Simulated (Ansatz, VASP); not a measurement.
**PtS2 in VASP and in Ansatz**

```
Pt S
1.0
     3.55264    0.00000    0.00000
    -1.77632    3.07668    0.00000
     0.00000    0.00000    5.12271
Pt S
1 2
Direct
  0.00000 0.00000 0.00000
  0.33333 0.66667 0.23926
  0.66667 0.33333 0.76074
```

Alike in both runs: task single point; functional r2SCAN; k mesh 6 × 6 × 4; occupations gaussian, width 0.05 eV; no spin polarisation.

|  | VASP | Ansatz |
| --- | --- | --- |
| version | VASP 6.6.1 | Ansatz 0.2.0 |
| potentials or method | VASP PAW PBE potentials, release 64 (Pt, S) | plane waves |
| plane-wave cutoff (eV) | 520 | 500 |
| valence electrons in the cell | 22 | 30 |

```tsv
	VASP	Ansatz	Ansatz less VASP
gap on the k mesh at the Fermi level (eV)	0.98	0.99	+0.005
pressure (GPa)	1.2	1.3	+0.08
traceless stress, the component that is largest in VASP (GPa)	0.05	0.07	+0.017
rms of the force components (eV/Å)	0.023	0.020	-0.0024
```

VASP's potentials were made for PBE, not for r2SCAN. Atom by atom the forces differ by 0.002 eV/Å (rms over components). With one functional, cell and mesh, what is left measures potentials, basis and numerics. VASP's potentials hold 22 valence electrons a cell and Ansatz's 30, so a difference there can come from the potentials and not from the codes.

Spin-orbit coupling is off throughout.
